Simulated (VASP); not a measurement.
# LiF (Fm-3m) in VASP: settings compared, part 2 of 2

VASP 6.6.1. The steps go on from the part before.

## (5) Single point, PBEsol

This run uses another cell than the first one, of 8.05 Å³/atom.

Contents of INCAR:

```
PREC = Accurate
ENCUT = 520
EDIFF = 1E-6
ISMEAR = -1
SIGMA = 0.02
LREAL = F
LASPH = T
NELM = 60
ALGO = Normal
ISIF = 2
LWAVE = F
LCHARG = F
GGA = PS
NBANDS = 12
```

Contents of KPOINTS:

```
regular mesh
0
Gamma
  10 10 10
```

Contents of POSCAR:

```
LiF
1.0
    0.0000000000      2.0040459366      2.0040459366
    2.0040459366      0.0000000000      2.0040459366
    2.0040459366      2.0040459366      0.0000000000
Li F
1 1
Direct
    0.0000000000      0.0000000000      0.0000000000
    0.5000000000      0.5000000000      0.5000000000
```

Potentials or basis: VASP PAW PBE potentials, release 64 (Li_sv, F).

Launch:

```
$ cat potpaw_PBE.64/Li_sv/POTCAR potpaw_PBE.64/F/POTCAR > POTCAR
$ mpirun -np 1 vasp_std > vasp.out
```

OUTCAR:

```text
PREC = Accurate
   ENCUT = 520
   EDIFF = 1E-6
   ISMEAR = -1
   LREAL = F
   LASPH = T
   NELM = 60
   ISIF = 2
   GGA = PS

 ion  position               nearest neighbor table
   1  0.000  0.000  0.000-   2 2.00   2 2.00   2 2.00   2 2.00   2 2.00   2 2.00
   2  0.500  0.500  0.500-   1 2.00   1 2.00   1 2.00   1 2.00   1 2.00   1 2.00

  LATTYP: Found a face centered cubic cell.
 ALAT       =     4.0080918732

  Lattice vectors:

 A1 = (   0.0000000000,   2.0040459366,   2.0040459366)
 A2 = (   2.0040459366,   0.0000000000,   2.0040459366)
 A3 = (   2.0040459366,   2.0040459366,   0.0000000000)

Analysis of symmetry for initial positions (statically):
=====================================================================
 Subroutine PRICEL returns:
 Original cell was already a primitive cell.

 Routine SETGRP: Setting up the symmetry group for a
 face centered cubic supercell.

 Subroutine GETGRP returns: Found 48 space group operations
 (whereof 48 operations were pure point group operations)
 out of a pool of 48 trial point group operations.

The static configuration has the point symmetry O_h .

Analysis of symmetry for dynamics (positions and initial velocities):
=====================================================================
 Subroutine PRICEL returns:
 Original cell was already a primitive cell.

 Routine SETGRP: Setting up the symmetry group for a
 face centered cubic supercell.

 Subroutine GETGRP returns: Found 48 space group operations
 (whereof 48 operations were pure point group operations)
 out of a pool of 48 trial point group operations.

The dynamic configuration has the point symmetry O_h .

 Subroutine INISYM returns: Found 48 space group operations
 (whereof 48 operations are pure point group operations),
 and found     1 'primitive' translations

----------------------------------------------------------------------------------------

                                     Primitive cell

  volume of cell :      16.0973

  direct lattice vectors                    reciprocal lattice vectors
     0.000000000  2.004045937  2.004045937    -0.249495279  0.249495279  0.249495279
     2.004045937  0.000000000  2.004045937     0.249495279 -0.249495279  0.249495279
     2.004045937  2.004045937  0.000000000     0.249495279  0.249495279 -0.249495279

  length of vectors
     2.834148943  2.834148943  2.834148943     0.432138499  0.432138499  0.432138499

  position of ions in fractional coordinates (direct lattice)
     0.000000000  0.000000000  0.000000000
     0.500000000  0.500000000  0.500000000

  ion indices of the primitive-cell ions
   primitive index   ion index
                 1           1
                 2           2

----------------------------------------------------------------------------------------

 KPOINTS: regular mesh

Automatic generation of k-mesh.
 Grid dimensions read from file:
 generate k-points for:   10   10   10

 Generating k-lattice:

  Cartesian coordinates                     Fractional coordinates (reciprocal lattice)
    -0.024949528  0.024949528  0.024949528     0.100000000  0.000000000  0.000000000
     0.024949528 -0.024949528  0.024949528     0.000000000  0.100000000  0.000000000
     0.024949528  0.024949528 -0.024949528     0.000000000  0.000000000  0.100000000

  Length of vectors
[... 38 lines left out ...]
   number of dos      NEDOS =    301   number of ions     NIONS =      2
   total plane-waves  NPLWV =  13824
   dimension x,y,z NGX =    24 NGY =   24 NGZ =   24
   dimension x,y,z NGXF=    48 NGYF=   48 NGZF=   48
   ions per type =               1   1
   NGX,Y,Z   is equivalent  to a cutoff of  14.08, 14.08, 14.08 a.u.
   NGXF,Y,Z  is equivalent  to a cutoff of  28.16, 28.16, 28.16 a.u.
 SYSTEM =  unknown system
   PREC   = accura    normal or accurate (medium, high low for compatibility)
   ISTART =      0    job   : 0-new  1-cont  2-samecut
   ICHARG =      2    charge: 1-file 2-atom 10-const
   ISPIN  =      1    spin polarized calculation?
   LNONCOLLINEAR =      F non collinear calculations
   LSORBIT =      F    spin-orbit coupling
   LASPH  =      T    aspherical Exc in radial PAW
   ENCUT  =  520.0 eV  38.22 Ry    6.18 a.u.   5.27  5.27  5.27*2*pi/ulx,y,z
   NELM   =     60;   NELMIN=  2; NELMDL= -5     # of ELM steps
   EDIFF  = 0.1E-05   stopping-criterion for ELM
   LREAL  =      F    real-space projection
   EDIFFG = 0.1E-04   stopping-criterion for IOM
   NSW    =      0    number of steps for IOM
   IBRION =     -1    ionic relax: 0-MD 1-quasi-New 2-CG
   NFREE  =      0    steps in history (QN), initial steepest desc. (CG)
   ISIF   =      2    stress and relaxation
   ISYM   =      2    0-nonsym 1-usesym 2-fastsym
   POTIM  = 0.5000    time-step for ionic-motion
   TEBEG  =    0.0;   TEEND  =   0.0 temperature during run
   PSTRESS=    0.0 pullay stress
   NELECT =      10.0000    total number of electrons
   NUPDOWN=      -1.0000    fix difference up-down
   EMIN   =  10.00;   EMAX   =-10.00  energy-range for DOS
   EFERMI =   0.00;   METHOD = LEGACY
   ISMEAR =    -1;   SIGMA  =   0.02  broadening in eV -4-tet -1-fermi 0-gaus
   EFERMI_NEDOS =   21; number of points for ismear=-14 and -15
   IALGO  =     38    algorithm
   IMIX   =      4    mixing-type and parameters
     AMIX     =   0.40;   BMIX     =  1.00
     AMIX_MAG =   1.60;   BMIX_MAG =  1.00
  volume/ion in A,a.u.               =       8.05        54.31
  Fermi-wavevector in a.u.,A,eV,Ry     =   1.396874  2.639709 26.548454  1.951256
  Thomas-Fermi vector in A             =   2.520185
   LORBIT       =      0    0 simple, 1 ext, 2 COOP (PROOUT), +10 PAW based schemes
   GGA     = PS    functional components
   LHFCALC =     F    Hartree Fock is set to
   AEXX    =    0.0000 exact exchange contribution
   IVDW    =     0    specifies the selected vdW correction
   LEPSILON=     F    determine dielectric tensor
   LRPA    =     F    only Hartree local field effects (RPA)
 non-spin polarized calculation
  energy-cutoff  :      520.00
  volume of cell :       16.10
 maximum number of plane-waves:       444
 NGX is ok and might be reduce to    24
   NGX = 11   NGY = 11   NGZ = 11

 number of electron      10.0000000 magnetization

 number of electron       9.9999994 magnetization

 Free energy of the ion-electron system (eV)
  ---------------------------------------------------
  ext. energy  EPLUGINS =         0.00000000
  ---------------------------------------------------
  free energy    TOTEN  =        -9.85226075 eV

  energy without entropy =       -9.85226075  energy(sigma->0) =       -9.85226075

 E-fermi :  -0.4122     XC(G=0): -10.2772

 val. band max:       -1.0179787573   @ k =   0.0000   0.0000   0.0000
 cond. band min:       8.0363171816   @ k =   0.0000   0.0000   0.0000
 fundamental gap:      9.0542959389
 Fermi energy:        -0.4121704867

 k-point     1 :       0.0000    0.0000    0.0000
  band No.  band energies     occupation
      1     -41.1943      2.00000
      2     -20.9223      2.00000
      3      -1.0180      2.00000
      4      -1.0180      2.00000
      5      -1.0180      2.00000
      6       8.0363      0.00000
      7      23.0017      0.00000
      8      23.0017      0.00000
      9      23.0017      0.00000
     10      23.2361      0.00000
     11      23.2361      0.00000
     12      23.2361      0.00000
[... 331 lines left out ...]
 k-point    24 :       0.4000    0.3000    0.0000
  band No.  band energies     occupation
      1     -41.1248      2.00000
      2     -20.3703      2.00000
      3      -3.4263      2.00000
      4      -1.9243      2.00000
      5      -1.8074      2.00000
      6      12.0328      0.00000
      7      15.6082      0.00000
      8      17.5450      0.00000
      9      19.1485      0.00000
     10      20.1944      0.00000
     11      33.1397      0.00000
     12      34.0078      0.00000

 [... further k-points ...]

------------------------ aborting loop because EDIFF is reached ----------------------------------------

  FORCE on cell =-STRESS in cart. coord.  units (eV):
  Direction    XX          YY          ZZ          XY          YZ          ZX
  --------------------------------------------------------------------------------------
  -------------------------------------------------------------------------------------
  Total       -0.0236331     -0.0236331     -0.0236331      0.0000000     -0.0000000      0.0000000
  in kB       -2.3522233     -2.3522233     -2.3522233      0.0000000     -0.0000000      0.0000000
  external PRESSURE =      -2.3522233 kB  Pullay stress =       0.0000000 kB

 VOLUME and BASIS-vectors are now :
 -----------------------------------------------------------------------------
  energy-cutoff  :      520.00
  volume of cell :       16.10
      direct lattice vectors                 reciprocal lattice vectors
     0.000000000  2.004045937  2.004045937    -0.249495279  0.249495279  0.249495279
     2.004045937  0.000000000  2.004045937     0.249495279 -0.249495279  0.249495279
     2.004045937  2.004045937  0.000000000     0.249495279  0.249495279 -0.249495279

 POSITION                                       TOTAL-FORCE (eV/Angst)
 -----------------------------------------------------------------------------------
      0.00000      0.00000      0.00000         0.000000      0.000000     -0.000000
      2.00405      2.00405      2.00405        -0.000000     -0.000000      0.000000
 -----------------------------------------------------------------------------------
    total drift:                               -0.000000     -0.000000      0.000000

  FREE ENERGIE OF THE ION-ELECTRON SYSTEM (eV)
  ---------------------------------------------------
  free  energy   TOTEN  =        -9.8522607474 eV

  energy  without entropy=       -9.8522607474  energy(sigma->0) =       -9.85226075
```

OSZICAR:

```text
N       E                     dE             d eps       ncg     rms          rms(c)
DAV:   1     0.333227799364E+02    0.33323E+02   -0.53588E+03  1168   0.844E+02
DAV:   2    -0.914149158832E+01   -0.42464E+02   -0.41625E+02  1352   0.193E+02
DAV:   3    -0.102667867970E+02   -0.11253E+01   -0.11224E+01  1480   0.268E+01
DAV:   4    -0.102779299126E+02   -0.11143E-01   -0.11143E-01  1296   0.293E+00
DAV:   5    -0.102780406607E+02   -0.11075E-03   -0.11075E-03  1456   0.207E-01    0.406E+00
DAV:   6    -0.985171930433E+01    0.42632E+00   -0.19861E+00  1252   0.872E+00    0.138E+00
DAV:   7    -0.984987238945E+01    0.18469E-02   -0.15220E-02  1540   0.111E+00    0.836E-01
DAV:   8    -0.985218718893E+01   -0.23148E-02   -0.11611E-02  1416   0.119E+00    0.104E-01
DAV:   9    -0.985221198560E+01   -0.24797E-04   -0.98537E-04  1312   0.278E-01    0.420E-02
DAV:  10    -0.985226035533E+01   -0.48370E-04   -0.96692E-05  1296   0.742E-02    0.927E-03
DAV:  11    -0.985226074743E+01   -0.39210E-06   -0.41001E-06  1444   0.202E-02
   1 F= -.98522607E+01 E0= -.98522607E+01  d E =-.180638E-14
```

stdout:

```text
POSCAR found type information on POSCAR LiF
 POSCAR found :  2 types and       2 ions
 scaLAPACK will be used
 -----------------------------------------------------------------------------
|                                                                             |
|                                                                             |
|     You enforced a specific xc type in the INCAR file but a different       |
|     I HOPE YOU KNOW WHAT YOU ARE DOING!                                     |
|                                                                             |
 -----------------------------------------------------------------------------

 LDA part: xc-table for (Slater+PW92), standard interpolation
 POSCAR, INCAR and KPOINTS ok, starting setup
 FFT: planning ... GRIDC
 FFT: planning ... GRID_SOFT
 FFT: planning ... GRID
 WAVECAR not read
 entering main loop
```

Wall time 5.8 s (1 thread of Intel Xeon Platinum 8488C (Sapphire Rapids), shared host); peak memory 0.13 GiB.

What came out:

| Item | Value |
| --- | --- |
| Free energy | -9.8523 eV |
| Band gap on the k mesh | 9.05 eV |

Caveat: the cutoff is under 1.25 times the usual one of these potentials, so pressure, stress and relaxed cells hold a basis-set (Pulay) error; the PAW data sets were made with another functional, which shifts forces and pressure a little. A k mesh can miss the band edges.

## (6) Summary

```csv
level,potentials or basis,cell,smearing,gap on the mesh (eV)
LDA,"VASP PAW LDA potentials, release 64 (Li_sv, F)","a = 2.764 Å, angles 60.0°, 2 atoms",fermi-dirac 0.02 eV,9.69
PBE,"VASP PAW PBE potentials, release 64 (Li_sv, F)","a = 2.821 Å, angles 60.0°, 2 atoms",fermi-dirac 0.02 eV,9.35
LDA,"VASP PAW LDA potentials, release 64 (Li_sv, F)","a = 2.821 Å, angles 60.0°, 2 atoms",gaussian 0.01 eV,9.10
PBEsol,"VASP PAW PBE potentials, release 64 (Li_sv, F)","a = 2.834 Å, angles 60.0°, 2 atoms",fermi-dirac 0.02 eV,9.05
```

Alike in all rows: task single point; no spin polarisation; k mesh 10 × 10 × 10; cutoff (eV) 520.

Caveats: the cutoff is under 1.25 times the usual one of these potentials, so pressure, stress and relaxed cells hold a basis-set (Pulay) error; the PAW data sets were made with another functional, which shifts forces and pressure a little (at least some runs).

Absolute energies hang on the potentials; compare differences alone.
